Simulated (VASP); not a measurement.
# SrO (P6_3/mmc) in VASP: notebook, part 2 of 2

VASP 6.6.1.

## Step 3: Single point, PBE (strained)

The input, INCAR:

```
  ALGO = Normal
  EDIFF = 1E-7
  ENCUT = 520
  GGA = PE
  ISIF = 2
  ISMEAR = 0
  LASPH = T
  LCHARG = F
  LREAL = F
  LWAVE = F
  NBANDS = 24
  NELM = 100
  PREC = Accurate
  SIGMA = 0.02
```

The input, KPOINTS:

```
k-points
0
Gamma
  9 9 6
```

The input, POSCAR:

```
SrO
1.0
    3.5824605854      0.0000000000      0.0000000000
   -1.7912302927      3.1025018751      0.0000000000
    0.0000000000      0.0000000000      5.8953098069
Sr O
2 2
Direct
    0.3333333300      0.6666666700      0.2500000000
    0.6666666700      0.3333333300      0.7500000000
    0.0000000000      0.0000000000      0.0000000000
    0.0000000000      0.0000000000      0.5000000000
```

Potentials or basis: VASP PAW PBE potentials, release 64 (Sr_sv, O).

Started as:

```console
cat potpaw_PBE.64/Sr_sv/POTCAR potpaw_PBE.64/O/POTCAR > POTCAR
mpirun -np 1 vasp_std > vasp.out
```

OUTCAR:

```text
EDIFF = 1E-7
   ENCUT = 520
   GGA = PE
   ISIF = 2
   ISMEAR = 0
   LASPH = T
   LREAL = F
   NELM = 100
   PREC = Accurate

 ion  position               nearest neighbor table
   1  0.333  0.667  0.250-   3 2.54   4 2.54   3 2.54   4 2.54   3 2.54   4 2.54   2 3.60   2 3.60
                             2 3.60   2 3.60   2 3.60   2 3.60   2 5.08   2 5.08   2 5.08   2 5.08
   2  0.667  0.333  0.750-   3 2.54   4 2.54   3 2.54   4 2.54   3 2.54   4 2.54   1 3.60   1 3.60
                             1 3.60   1 3.60   1 3.60   1 3.60   1 5.08   1 5.08   1 5.08   1 5.08
   3  0.000  0.000  0.000-   1 2.54   2 2.54   2 2.54   1 2.54   2 2.54   1 2.54
   4  0.000  0.000  0.500-   1 2.54   2 2.54   2 2.54   1 2.54   2 2.54   1 2.54

  LATTYP: Found a hexagonal cell.
 ALAT       =     3.5824605854
 C/A-ratio  =     1.6456035360

  Lattice vectors:

 A1 = (   3.5824605854,   0.0000000000,   0.0000000000)
 A2 = (  -1.7912302927,   3.1025018751,   0.0000000000)
 A3 = (   0.0000000000,   0.0000000000,   5.8953098069)

Analysis of symmetry for initial positions (statically):
=====================================================================
 Subroutine PRICEL returns:
 Original cell was already a primitive cell.

 Routine SETGRP: Setting up the symmetry group for a
 hexagonal supercell.

 Subroutine GETGRP returns: Found 24 space group operations
 (whereof 12 operations were pure point group operations)
 out of a pool of 24 trial point group operations.

The static configuration has the point symmetry D_3d.
 The point group associated with its full space group is D_6h.

Analysis of symmetry for dynamics (positions and initial velocities):
=====================================================================
 Subroutine PRICEL returns:
 Original cell was already a primitive cell.

 Routine SETGRP: Setting up the symmetry group for a
 hexagonal supercell.

 Subroutine GETGRP returns: Found 24 space group operations
 (whereof 12 operations were pure point group operations)
 out of a pool of 24 trial point group operations.

The dynamic configuration has the point symmetry D_3d.
 The point group associated with its full space group is D_6h.

 Subroutine INISYM returns: Found 24 space group operations
 (whereof 12 operations are pure point group operations),
 and found     1 'primitive' translations

----------------------------------------------------------------------------------------

                                     Primitive cell

  volume of cell :      65.5240

  direct lattice vectors                    reciprocal lattice vectors
     3.582460585  0.000000000  0.000000000     0.279137754  0.161160257  0.000000000
    -1.791230293  3.102501875  0.000000000     0.000000000  0.322320514  0.000000000
     0.000000000  0.000000000  5.895309807     0.000000000  0.000000000  0.169626370

  length of vectors
     3.582460585  3.582460585  5.895309807     0.322320514  0.322320514  0.169626370

  position of ions in fractional coordinates (direct lattice)
     0.333333330  0.666666670  0.250000000
     0.666666670  0.333333330  0.750000000
     0.000000000  0.000000000  0.000000000
     0.000000000  0.000000000  0.500000000

  ion indices of the primitive-cell ions
   primitive index   ion index
                 1           1
[... 29 lines left out ...]

 Following reciprocal coordinates:
            Coordinates               Weight
  0.000000  0.000000  0.000000      1.000000
  0.111111  0.000000  0.000000      6.000000
  0.222222  0.000000  0.000000      6.000000
  0.333333  0.000000  0.000000      6.000000
  0.444444  0.000000  0.000000      6.000000
  0.111111  0.111111  0.000000      6.000000
[... 16 lines left out ...]
  0.333333  0.222222  0.166667     24.000000
  0.333333  0.333333  0.166667      4.000000
 [... further k-points ...]
   k-points           NKPTS =     48   k-points in BZ     NKDIM =     48   number of bands    NBANDS=     24
   number of dos      NEDOS =    301   number of ions     NIONS =      4
   total plane-waves  NPLWV =  37632
   dimension x,y,z NGX =    28 NGY =   28 NGZ =   48
   dimension x,y,z NGXF=    56 NGYF=   56 NGZF=   96
   ions per type =               2   2
   NGX,Y,Z   is equivalent  to a cutoff of  12.99, 12.99, 13.54 a.u.
   NGXF,Y,Z  is equivalent  to a cutoff of  25.99, 25.99, 27.07 a.u.
 SYSTEM =  unknown system
   PREC   = accura    normal or accurate (medium, high low for compatibility)
   ISTART =      0    job   : 0-new  1-cont  2-samecut
   ICHARG =      2    charge: 1-file 2-atom 10-const
   ISPIN  =      1    spin polarized calculation?
   LNONCOLLINEAR =      F non collinear calculations
   LSORBIT =      F    spin-orbit coupling
   LASPH  =      T    aspherical Exc in radial PAW
   ENCUT  =  520.0 eV  38.22 Ry    6.18 a.u.   6.66  6.66 10.96*2*pi/ulx,y,z
   NELM   =    100;   NELMIN=  2; NELMDL= -5     # of ELM steps
   EDIFF  = 0.1E-06   stopping-criterion for ELM
   LREAL  =      F    real-space projection
   EDIFFG = 0.1E-05   stopping-criterion for IOM
   NSW    =      0    number of steps for IOM
   IBRION =     -1    ionic relax: 0-MD 1-quasi-New 2-CG
   NFREE  =      0    steps in history (QN), initial steepest desc. (CG)
   ISIF   =      2    stress and relaxation
   ISYM   =      2    0-nonsym 1-usesym 2-fastsym
   POTIM  = 0.5000    time-step for ionic-motion
   TEBEG  =    0.0;   TEEND  =   0.0 temperature during run
   PSTRESS=    0.0 pullay stress
   NELECT =      32.0000    total number of electrons
   NUPDOWN=      -1.0000    fix difference up-down
   EMIN   =  10.00;   EMAX   =-10.00  energy-range for DOS
   EFERMI =   0.00;   METHOD = LEGACY
   ISMEAR =     0;   SIGMA  =   0.02  broadening in eV -4-tet -1-fermi 0-gaus
   EFERMI_NEDOS =   21; number of points for ismear=-14 and -15
   IALGO  =     38    algorithm
   IMIX   =      4    mixing-type and parameters
     AMIX     =   0.40;   BMIX     =  1.00
     AMIX_MAG =   1.60;   BMIX_MAG =  1.00
  volume/ion in A,a.u.               =      16.38       110.54
  Fermi-wavevector in a.u.,A,eV,Ry     =   1.289213  2.436260 22.613849  1.662071
  Thomas-Fermi vector in A             =   2.421120
   LORBIT       =      0    0 simple, 1 ext, 2 COOP (PROOUT), +10 PAW based schemes
   GGA     = PE    functional components
   LHFCALC =     F    Hartree Fock is set to
   AEXX    =    0.0000 exact exchange contribution
   IVDW    =     0    specifies the selected vdW correction
   LEPSILON=     F    determine dielectric tensor
   LRPA    =     F    only Hartree local field effects (RPA)
 non-spin polarized calculation
 Gauss-broadening in eV      SIGMA  =   0.02
  energy-cutoff  :      520.00
  volume of cell :       65.52
 maximum number of plane-waves:      1792
 NGX is ok and might be reduce to    28
   NGX = 13   NGY = 13   NGZ = 21

 number of electron      31.9999995 magnetization

 Free energy of the ion-electron system (eV)
  ---------------------------------------------------
  ext. energy  EPLUGINS =         0.00000000
  ---------------------------------------------------
  free energy    TOTEN  =       -23.57911064 eV

  energy without entropy =      -23.57911064  energy(sigma->0) =      -23.57911064

 E-fermi :   2.8617     XC(G=0): -10.1884

 val. band max:        2.6937263458   @ k =   0.0000   0.0000   0.0000
 cond. band min:       5.4861578517   @ k =   0.4444   0.0000   0.0000
 fundamental gap:      2.7924315058
 Fermi energy:         2.8617346540

 k-point     1 :       0.0000    0.0000    0.0000
  band No.  band energies     occupation
      1     -30.4447      2.00000
      2     -30.2864      2.00000
      3     -14.7713      2.00000
      4     -13.2090      2.00000
      5     -12.1315      2.00000
      6     -12.1315      2.00000
[... 637 lines left out ...]
     23      12.2459      0.00000
     24      12.2459      0.00000

 [... further k-points ...]

------------------------ aborting loop because EDIFF is reached ----------------------------------------

  FORCE on cell =-STRESS in cart. coord.  units (eV):
  Direction    XX          YY          ZZ          XY          YZ          ZX
  --------------------------------------------------------------------------------------
  -------------------------------------------------------------------------------------
  Total        0.9685036      0.9685036      5.6306579      0.0000000     -0.0000000      0.0000000
  in kB       23.6816377     23.6816377    137.6796061      0.0000000     -0.0000000      0.0000000
  external PRESSURE =      61.6809605 kB  Pullay stress =       0.0000000 kB

 VOLUME and BASIS-vectors are now :
 -----------------------------------------------------------------------------
  energy-cutoff  :      520.00
  volume of cell :       65.52
      direct lattice vectors                 reciprocal lattice vectors
     3.582460585  0.000000000  0.000000000     0.279137754  0.161160257  0.000000000
    -1.791230293  3.102501875  0.000000000     0.000000000  0.322320514  0.000000000
     0.000000000  0.000000000  5.895309807     0.000000000  0.000000000  0.169626370

 POSITION                                       TOTAL-FORCE (eV/Angst)
 -----------------------------------------------------------------------------------
     -0.00000      2.06833      1.47383         0.000000      0.000000      0.000000
      1.79123      1.03417      4.42148        -0.000000     -0.000000      0.000000
      0.00000      0.00000      0.00000         0.000000      0.000000      0.000000
      0.00000      0.00000      2.94765         0.000000      0.000000      0.000000
 -----------------------------------------------------------------------------------
    total drift:                               -0.000010      0.000006     -0.000000

  FREE ENERGIE OF THE ION-ELECTRON SYSTEM (eV)
  ---------------------------------------------------
  free  energy   TOTEN  =       -23.5791106370 eV

  energy  without entropy=      -23.5791106370  energy(sigma->0) =      -23.57911064
```

OSZICAR:

```text
N       E                     dE             d eps       ncg     rms          rms(c)
DAV:   1     0.174527739858E+03    0.17453E+03   -0.16359E+04  2304   0.128E+03
DAV:   2    -0.179418522342E+02   -0.19247E+03   -0.18070E+03  3288   0.286E+02
DAV:   3    -0.281150117898E+02   -0.10173E+02   -0.10099E+02  3560   0.586E+01
DAV:   4    -0.283667135803E+02   -0.25170E+00   -0.25161E+00  3024   0.726E+00
DAV:   5    -0.283687496971E+02   -0.20361E-02   -0.20361E-02  3208   0.731E-01    0.245E+01
DAV:   6    -0.237574230190E+02    0.46113E+01   -0.19580E+01  2512   0.251E+01    0.291E+01
DAV:   7    -0.236572428827E+02    0.10018E+00   -0.15213E+00  3304   0.662E+00    0.192E+01
DAV:   8    -0.235932669535E+02    0.63976E-01   -0.63050E-01  2400   0.520E+00    0.250E+00
DAV:   9    -0.235760420207E+02    0.17225E-01   -0.82022E-02  3128   0.194E+00    0.496E-01
DAV:  10    -0.235785225300E+02   -0.24805E-02   -0.85037E-03  2816   0.539E-01    0.211E-01
DAV:  11    -0.235790342923E+02   -0.51176E-03   -0.17775E-03  2504   0.244E-01    0.473E-02
DAV:  12    -0.235791134913E+02   -0.79199E-04   -0.18131E-04  3240   0.750E-02    0.521E-02
DAV:  13    -0.235791101212E+02    0.33700E-05   -0.19607E-05  2576   0.314E-02    0.883E-03
DAV:  14    -0.235791109509E+02   -0.82971E-06   -0.32809E-06  3104   0.102E-02    0.239E-03
DAV:  15    -0.235791107329E+02    0.21802E-06   -0.22597E-07  2472   0.309E-03    0.934E-04
DAV:  16    -0.235791106370E+02    0.95884E-07   -0.34070E-08  1664   0.141E-03
   1 F= -.23579111E+02 E0= -.23579111E+02  d E =-.523563E-35
```

It took 67 s on 1 thread of AMD EPYC 7R13 (Zen 3), shared host; peak memory 0.19 GiB.

Results:

- Free energy: -23.5791 eV
- Pressure: 6.2 GPa
- Band gap on the k mesh: 2.79 eV (least direct gap 2.92 eV)

Stress tensor (GPa, compression positive):
```
 2.37  0.00  0.00
 0.00  2.37  0.00
 0.00  0.00 13.77
```

Caveat: the cell differs from its parent crystal (strained); the cell stands under pressure; an odd mesh through Γ misses points on the zone boundary, where band edges can lie.
